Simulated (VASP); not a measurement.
# CdSe (F-43m) in VASP: notebook

The runs below take CdSe through single point, with PBEsol.

All numbers are computed with VASP 6.6.1; they aren't measurements. Logs are shortened: lines on timing, memory, paths and dates and some standing lists are left out, and cuts for length are marked.

## 1. The cell of the first run

The structure is cubic, space group F-43m (No. 216). Conventional cell: a = 6.015 Å, b = 6.015 Å, c = 6.015 Å, α = 90.00°, β = 90.00°, γ = 90.00°. Cd (site symmetry -43m) has 4 Se at 2.60 Å within 3.4 Å. Within 3.4 Å of Se (site symmetry -43m) lie 4 Cd at 2.60 Å.

## 2. Single point, PBEsol, non-collinear spin, zero start, spin-orbit coupling

File INCAR:

```
SYSTEM = CdSe
ALGO = Normal
EDIFF = 1E-7
ENCUT = 520
GGA = PS
GGA_COMPAT = .FALSE.
ISIF = 2
ISMEAR = -1
LASPH = .TRUE.
LCHARG = .FALSE.
LORBIT = 11
LORBMOM = .TRUE.
LREAL = .FALSE.
LSORBIT = .TRUE.
LWAVE = .FALSE.
MAGMOM = 0 0 0 0 0 0
NBANDS = 30
NELM = 150
PREC = Accurate
SIGMA = 0.05
```

File KPOINTS:

```
k-points
0
G
  8 8 8
  0 0 0
```

File POSCAR:

```
CdSe
1.0
    0.0000000000      3.0075950161      3.0075950161
    3.0075950161      0.0000000000      3.0075950161
    3.0075950161      3.0075950161      0.0000000000
Cd Se
1 1
Direct
    0.0000000000      0.0000000000      0.0000000000
    0.2500000000      0.2500000000      0.2500000000
```

Potentials or basis: VASP PAW PBE potentials, release 64 (Cd, Se).

Command:

```bash
> cat potpaw_PBE.64/Cd/POTCAR potpaw_PBE.64/Se/POTCAR > POTCAR
> mpirun -np 1 vasp_ncl > vasp.out
```

OUTCAR:

```text
SYSTEM = CdSe
   EDIFF = 1E-7
   ENCUT = 520
   GGA = PS
   ISIF = 2
   ISMEAR = -1
   LASPH = .TRUE.
   LORBIT = 11
   LREAL = .FALSE.
   LSORBIT = .TRUE.
   NELM = 150
   PREC = Accurate

 ion  position               nearest neighbor table
   1  0.000  0.000  0.000-   2 2.60   2 2.60   2 2.60   2 2.60
   2  0.250  0.250  0.250-   1 2.60   1 2.60   1 2.60   1 2.60

  LATTYP: Found a face centered cubic cell.
 ALAT       =     6.0151900322

  Lattice vectors:

 A1 = (   0.0000000000,   3.0075950161,   3.0075950161)
 A2 = (   3.0075950161,   0.0000000000,   3.0075950161)
 A3 = (   3.0075950161,   3.0075950161,   0.0000000000)

Analysis of symmetry for initial positions (statically):
=====================================================================
 Subroutine PRICEL returns:
 Original cell was already a primitive cell.

 Routine SETGRP: Setting up the symmetry group for a
 face centered cubic supercell.

 Subroutine GETGRP returns: Found 24 space group operations
 (whereof 24 operations were pure point group operations)
 out of a pool of 48 trial point group operations.

The static configuration has the point symmetry T_d .

Analysis of symmetry for dynamics (positions and initial velocities):
=====================================================================
 Subroutine PRICEL returns:
 Original cell was already a primitive cell.

 Routine SETGRP: Setting up the symmetry group for a
 face centered cubic supercell.

 Subroutine GETGRP returns: Found 24 space group operations
 (whereof 24 operations were pure point group operations)
 out of a pool of 48 trial point group operations.

The dynamic configuration has the point symmetry T_d .

Analysis of structural, dynamic, and magnetic symmetry:
=====================================================================
 Subroutine PRICEL returns:
 Original cell was already a primitive cell.

 Routine SETGRP: Setting up the symmetry group for a
 face centered cubic supercell.

 Subroutine GETGRP returns: Found 24 space group operations
 (whereof 24 operations were pure point group operations)
 out of a pool of 48 trial point group operations.

The overall configuration has the point symmetry T_d .

 Subroutine INISYM returns: Found 24 space group operations
 (whereof 24 operations are pure point group operations),
 and found     1 'primitive' translations

----------------------------------------------------------------------------------------

                                     Primitive cell

  volume of cell :      54.4112

  direct lattice vectors                    reciprocal lattice vectors
     0.000000000  3.007595016  3.007595016    -0.166245787  0.166245787  0.166245787
     3.007595016  0.000000000  3.007595016     0.166245787 -0.166245787  0.166245787
     3.007595016  3.007595016  0.000000000     0.166245787  0.166245787 -0.166245787

  length of vectors
     4.253381662  4.253381662  4.253381662     0.287946149  0.287946149  0.287946149

  position of ions in fractional coordinates (direct lattice)
     0.000000000  0.000000000  0.000000000
     0.250000000  0.250000000  0.250000000

  ion indices of the primitive-cell ions
   primitive index   ion index
                 1           1
                 2           2

----------------------------------------------------------------------------------------

 KPOINTS: k-points

Automatic generation of k-mesh.
 Grid dimensions read from file:
 generate k-points for:    8    8    8

 Generating k-lattice:

  Cartesian coordinates                     Fractional coordinates (reciprocal lattice)
    -0.020780723  0.020780723  0.020780723     0.125000000  0.000000000  0.000000000
     0.020780723 -0.020780723  0.020780723     0.000000000  0.125000000  0.000000000
     0.020780723  0.020780723 -0.020780723     0.000000000  0.000000000  0.125000000

[... 94 lines left out ...]
 number of electron      17.9999992 magnetization       0.0000000     -0.0000000      0.0000000

 number of electron      17.9999992 magnetization       0.0000000     -0.0000000     -0.0000000

 Free energy of the ion-electron system (eV)
  ---------------------------------------------------
  ext. energy  EPLUGINS =         0.00000000
  ---------------------------------------------------
  free energy    TOTEN  =        -6.21205787 eV

  energy without entropy =       -6.21201059  energy(sigma->0) =       -6.21203423

 E-fermi :   1.4413     XC(G=0):  -9.2525

 val. band max:        1.2024386849   @ k =   0.0000   0.0000   0.0000
 cond. band min:       1.6322562891   @ k =   0.0000   0.0000   0.0000
 fundamental gap:      0.4298176042
 Fermi energy:         1.4412990541

 k-point     1 :       0.0000    0.0000    0.0000
  band No.  band energies     occupation
      1     -11.7358      1.00000
      2     -11.7358      1.00000
      3      -7.2226      1.00000
      4      -7.2226      1.00000
      5      -7.2226      1.00000
      6      -7.2226      1.00000
[... 781 lines left out ...]
     29      13.5126      0.00000
     30      13.5234      0.00000

 [... further k-points ...]

------------------------ aborting loop because EDIFF is reached ----------------------------------------

  FORCE on cell =-STRESS in cart. coord.  units (eV):
  Direction    XX          YY          ZZ          XY          YZ          ZX
  --------------------------------------------------------------------------------------
  -------------------------------------------------------------------------------------
  Total        0.7563272      0.7563272      0.7563272      0.0000000      0.0000000      0.0000000
  in kB       22.2706161     22.2706161     22.2706161      0.0000000      0.0000000      0.0000000
  external PRESSURE =      22.2706161 kB  Pullay stress =       0.0000000 kB

 VOLUME and BASIS-vectors are now :
 -----------------------------------------------------------------------------
  energy-cutoff  :      520.00
  volume of cell :       54.41
      direct lattice vectors                 reciprocal lattice vectors
     0.000000000  3.007595016  3.007595016    -0.166245787  0.166245787  0.166245787
     3.007595016  0.000000000  3.007595016     0.166245787 -0.166245787  0.166245787
     3.007595016  3.007595016  0.000000000     0.166245787  0.166245787 -0.166245787

 POSITION                                       TOTAL-FORCE (eV/Angst)
 -----------------------------------------------------------------------------------
      0.00000      0.00000      0.00000        -0.000000     -0.000000     -0.000000
      1.50380      1.50380      1.50380         0.000000      0.000000      0.000000
 -----------------------------------------------------------------------------------
    total drift:                                0.000000      0.000000      0.000000

  FREE ENERGIE OF THE ION-ELECTRON SYSTEM (eV)
  ---------------------------------------------------
  free  energy   TOTEN  =        -6.2120578721 eV

  energy  without entropy=       -6.2120105880  energy(sigma->0) =       -6.21203423

 orbital moment (x)

 # of ion     p       d       tot
 ----------------------------------------
  1         0.000  -0.000  -0.000
  2         0.000  -0.000   0.000
 ----------------------------------------
            0.000  -0.000  -0.000

 orbital moment (y)

 # of ion     p       d       tot
 ----------------------------------------
  1         0.000  -0.000  -0.000
  2        -0.000   0.000  -0.000
 ----------------------------------------
            0.000  -0.000  -0.000

 orbital moment (z)

 # of ion     p       d       tot
 ----------------------------------------
  1         0.000  -0.000  -0.000
  2         0.000   0.000   0.000
 ----------------------------------------
            0.000  -0.000  -0.000

 Spin-Orbit-Coupling matrix elements

 Ion:    1  E_soc:     -0.0596966
 l=   1
     0.0000000    -0.0029165    -0.0029165
    -0.0029165     0.0000000    -0.0029165
    -0.0029165    -0.0029165     0.0000000
 l=   2
     0.0000000    -0.0014295     0.0000000    -0.0014295    -0.0056034
    -0.0014295     0.0000000    -0.0042026    -0.0014295    -0.0014009
     0.0000000    -0.0042026     0.0000000    -0.0042026     0.0000000
    -0.0014295    -0.0014295    -0.0042026     0.0000000    -0.0014009
    -0.0056034    -0.0014009     0.0000000    -0.0014009     0.0000000
 l=   3
     0.0000000     0.0000000     0.0000000     0.0000000     0.0000000     0.0000000     0.0000000
     0.0000000     0.0000000     0.0000000     0.0000000     0.0000000     0.0000000     0.0000000
     0.0000000     0.0000000     0.0000000     0.0000000     0.0000000     0.0000000     0.0000000
     0.0000000     0.0000000     0.0000000     0.0000000     0.0000000     0.0000000     0.0000000
     0.0000000     0.0000000     0.0000000     0.0000000     0.0000000     0.0000000     0.0000000
     0.0000000     0.0000000     0.0000000     0.0000000     0.0000000     0.0000000     0.0000000
     0.0000000     0.0000000     0.0000000     0.0000000     0.0000000     0.0000000     0.0000000

 Ion:    2  E_soc:     -0.0397822
 l=   1
     0.0000000    -0.0066220    -0.0066220
    -0.0066220     0.0000000    -0.0066220
    -0.0066220    -0.0066220     0.0000000
 l=   2
     0.0000000    -0.0000038     0.0000000    -0.0000038    -0.0000045
    -0.0000038     0.0000000    -0.0000034    -0.0000038    -0.0000011
     0.0000000    -0.0000034     0.0000000    -0.0000034     0.0000000
    -0.0000038    -0.0000038    -0.0000034     0.0000000    -0.0000011
    -0.0000045    -0.0000011     0.0000000    -0.0000011     0.0000000
 l=   3
     0.0000000     0.0000000     0.0000000     0.0000000     0.0000000     0.0000000     0.0000000
     0.0000000     0.0000000     0.0000000     0.0000000     0.0000000     0.0000000     0.0000000
     0.0000000     0.0000000     0.0000000     0.0000000     0.0000000     0.0000000     0.0000000
     0.0000000     0.0000000     0.0000000     0.0000000     0.0000000     0.0000000     0.0000000
     0.0000000     0.0000000     0.0000000     0.0000000     0.0000000     0.0000000     0.0000000
     0.0000000     0.0000000     0.0000000     0.0000000     0.0000000     0.0000000     0.0000000
     0.0000000     0.0000000     0.0000000     0.0000000     0.0000000     0.0000000     0.0000000

 total charge

# of ion       s       p       d       tot
------------------------------------------
    1        0.455   0.339   9.550  10.344
    2        1.444   2.394   0.025   3.864
--------------------------------------------------
tot          1.900   2.733   9.576  14.208

 magnetization (x)

# of ion       s       p       d       tot
------------------------------------------
    1       -0.000   0.000  -0.000  -0.000
    2        0.000  -0.000  -0.000  -0.000
--------------------------------------------------
tot         -0.000  -0.000  -0.000  -0.000

 magnetization (y)

# of ion       s       p       d       tot
------------------------------------------
    1        0.000   0.000   0.000   0.000
    2        0.000  -0.000  -0.000  -0.000
--------------------------------------------------
tot          0.000  -0.000  -0.000  -0.000

 magnetization (z)

# of ion       s       p       d       tot
------------------------------------------
    1       -0.000   0.000   0.000  -0.000
    2       -0.000  -0.000   0.000  -0.000
--------------------------------------------------
tot         -0.000  -0.000   0.000  -0.000
```

It took 3.3 min on 1 thread of Intel Xeon 8259CL, shared host; peak memory 0.37 GiB.

What came out:

```
Free energy                                           : -6.2121 eV
Pressure                                              : 2.2 GPa
Net moment                                            : 0.00 μB per cell
Valence electrons inside the program's atomic spheres : Cd 10.34; Se 3.86
```

Moments on the atoms (μB; x, y, z):
```
Cd  0.00 0.00 0.00
Se  0.00 0.00 0.00
```

Caveat: the PAW data sets were made with another functional, which shifts forces and pressure a little.

## 3. Single point, PBEsol, non-collinear spin, zero start, spin-orbit coupling

This run uses another cell than the first one, of 27.78 Å³/atom.

File INCAR:

```
PREC = Accurate ; ENCUT = 520
EDIFF = 1E-6 ; ISMEAR = -1
SIGMA = 0.05 ; LREAL = F
LASPH = T ; NELM = 150
ALGO = Normal ; ISIF = 2
LWAVE = F ; LCHARG = F
MAGMOM = 0 0 0 0 0 0 ; LORBIT = 11
LSORBIT = T ; GGA_COMPAT = F
LORBMOM = T ; GGA = PS
NBANDS = 30
```

File KPOINTS:

```
Automatic mesh
0
Gamma
  8 8 8
```

File POSCAR:

```
CdSe
1.0
    0.0000000000      3.0287759606      3.0287759606
    3.0287759606      0.0000000000      3.0287759606
    3.0287759606      3.0287759606      0.0000000000
Cd Se
1 1
Direct
    0.0000000000      0.0000000000      0.0000000000
    0.2500000000      0.2500000000      0.2500000000
```

Potentials or basis: VASP PAW PBE potentials, release 64 (Cd, Se).

Command:

```bash
> cat potpaw_PBE.64/Cd/POTCAR potpaw_PBE.64/Se/POTCAR > POTCAR
> mpirun -np 1 vasp_ncl > vasp.out
```

Run time: 3.4 min. Hardware: 1 thread of Intel Xeon 8259CL, shared host; peak memory 0.37 GiB.

It converged, with:

| Quantity | Value |
| --- | --- |
| Free energy | -6.2236 eV |
| Pressure | 1.0 GPa |
| Net moment | 0.00 μB per cell |
| Valence electrons inside the program's atomic spheres | Cd 10.33; Se 3.85 |

Moments on the atoms (μB; x, y, z):
```
Cd  0.00 0.00 0.00
Se  0.00 0.00 0.00
```

Caveat: the PAW data sets were made with another functional, which shifts forces and pressure a little.

## 4. Single point, PBEsol, non-collinear spin, zero start, spin-orbit coupling

This run uses another cell than the first one, of 28.36 Å³/atom.

File INCAR:

```
PREC = Accurate
ENCUT = 520
EDIFF = 1E-6
ISMEAR = -1
SIGMA = 0.05
LREAL = F
LASPH = T
NELM = 150
ALGO = Normal
ISIF = 2
LWAVE = F
LCHARG = F
LNONCOLLINEAR = T
MAGMOM = 0 0 0 0 0 0
LORBIT = 11
LSORBIT = T
GGA_COMPAT = F
LORBMOM = T
GGA = PS
NBANDS = 30
```

File KPOINTS:

```
regular mesh
0
Gamma
  8 8 8
```

File POSCAR:

```
CdSe
1.0
    0.0000000000      3.0496647307      3.0496647307
    3.0496647307      0.0000000000      3.0496647307
    3.0496647307      3.0496647307      0.0000000000
Cd Se
1 1
Direct
    0.0000000000      0.0000000000      0.0000000000
    0.2500000000      0.2500000000      0.2500000000
```

Command:

```bash
> cat potpaw_PBE.64/Cd/POTCAR potpaw_PBE.64/Se/POTCAR > POTCAR
> mpirun -np 1 vasp_ncl > vasp.out
```

Wall time 3.3 min (1 thread of Intel Xeon 8259CL, shared host); peak memory 0.37 GiB.

The run converged. Its results:

```
Free energy                                           : -6.2266 eV
Pressure                                              : -0.1 GPa
Net moment                                            : 0.00 μB per cell
Valence electrons inside the program's atomic spheres : Cd 10.31; Se 3.84
```

Moments on the atoms (μB; x, y, z):
```
Cd  0.00 0.00 0.00
Se  0.00 0.00 0.00
```

Caveat: the PAW data sets were made with another functional, which shifts forces and pressure a little.

## 5. Single point, PBEsol, non-collinear spin, zero start, spin-orbit coupling

This run uses another cell than the first one, of 28.94 Å³/atom.

File INCAR:

```
SYSTEM = CdSe
ALGO = Normal ; EDIFF = 1E-6
ENCUT = 520 ; GGA = PS
GGA_COMPAT = .False. ; ISIF = 2
ISMEAR = -1 ; LASPH = .True.
LCHARG = .False. ; LORBIT = 11
LORBMOM = .True. ; LREAL = .False.
LSORBIT = .True. ; LWAVE = .False.
MAGMOM = 0 0 0 0 0 0 ; NBANDS = 30
NELM = 150 ; PREC = Accurate
SIGMA = 0.05
```

File KPOINTS:

```
k-points
0
Gamma
  8 8 8
  0 0 0
```

File POSCAR:

```
CdSe
1.0
    0.0000000000      3.0702711986      3.0702711986
    3.0702711986      0.0000000000      3.0702711986
    3.0702711986      3.0702711986      0.0000000000
Cd Se
1 1
Direct
    0.0000000000      0.0000000000      0.0000000000
    0.2500000000      0.2500000000      0.2500000000
```

Command:

```bash
> cat potpaw_PBE.64/Cd/POTCAR potpaw_PBE.64/Se/POTCAR > POTCAR
> mpirun -np 1 vasp_ncl > vasp.out
```

Wall time 3.1 min (1 thread of Intel Xeon 8259CL, shared host); peak memory 0.37 GiB.

The run converged. Its results:

```yaml
Free_energy: -6.2220 eV
Pressure: -1.1 GPa
Net_moment: 0.00 μB per cell
Valence_electrons_inside_the_program's_atomic_spheres: Cd 10.30; Se 3.83
```

Moments on the atoms (μB; x, y, z):
```
Cd  0.00 0.00 0.00
Se  0.00 0.00 0.00
```

Caveat: the PAW data sets were made with another functional, which shifts forces and pressure a little.

## 6. Overview

```csv
cell,pressure (GPa),moment (μB)
"a = 4.253 Å, angles 60.0°, 2 atoms",2.2,0.00
"a = 4.283 Å, angles 60.0°, 2 atoms",1.0,0.00
"a = 4.313 Å, angles 60.0°, 2 atoms",-0.1,0.00
"a = 4.342 Å, angles 60.0°, 2 atoms",-1.1,0.00
```

Alike in all rows: task single point; level PBEsol; potentials or basis VASP PAW PBE potentials, release 64 (Cd, Se); spin non-collinear, zero start, SOC; k mesh 8 × 8 × 8; cutoff (eV) 520; smearing fermi-dirac 0.05 eV.

Caveats: the PAW data sets were made with another functional, which shifts forces and pressure a little.

Total energies depend on the potentials used, so only differences within one code and one set of settings carry meaning.
